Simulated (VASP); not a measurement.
Crystal: FeCo.

```
Fe Co
1.0
     2.68168    0.00000    0.00000
     0.00000    2.68168    0.00000
     0.00000    0.00000    2.68168
Fe Co
1 1
Direct
  0.50000 0.50000 0.50000
  0.00000 0.00000 0.00000
```

The cell was built from a structure type or drawn by symmetry, and may not be a known phase.

| Quantity | Value |
| --- | --- |
| Program | VASP 6.6.1 |
| Task | relaxation of cell and atoms |
| Functional | PBE |
| Potentials or basis | VASP PAW PBE potentials, release 64 (Fe, Co) |
| Cutoff | 600 eV |
| k mesh | 6 × 6 × 6 |
| Occupations | gaussian, width 0.1 eV |
| Spin | collinear spin, ferromagnetic start |
| Starting moments | [4.0, 3.0] μB |

At the start: pressure 48.6 GPa; volume 9.64 Å³/atom.

**Question.** How do energy, volume and symmetry change on relaxing?

**Answer.** Over 4 steps the energy falls by 258.3 meV/atom and the volume is 11.59 Å³/atom (+20.2 %); space group Pm-3m (No. 221, to 0.1 Å) before and after; moment 4.71 μB per cell.

The path:
```csv
step,energy change (eV),largest force (eV/Å),pressure (GPa),volume (Å³)
1,0.0000,0.0000,48.65,19.29
2,0.0033,0.0000,-25.10,28.67
3,-0.5155,0.0000,-1.76,23.35
4,-0.5167,0.0000,-0.37,23.17
```

Final structure:
```
Fe Co
1.0
     2.85092    0.00000    0.00000
     0.00000    2.85092    0.00000
     0.00000    0.00000    2.85092
Fe Co
1 1
Direct
  0.50000 0.50000 0.50000
  0.00000 0.00000 0.00000
```

Caveat: the k points lie up to 0.37 Å⁻¹ apart in the final cell; the volume moved by over 15 % at a fixed basis, so the end points are rough.
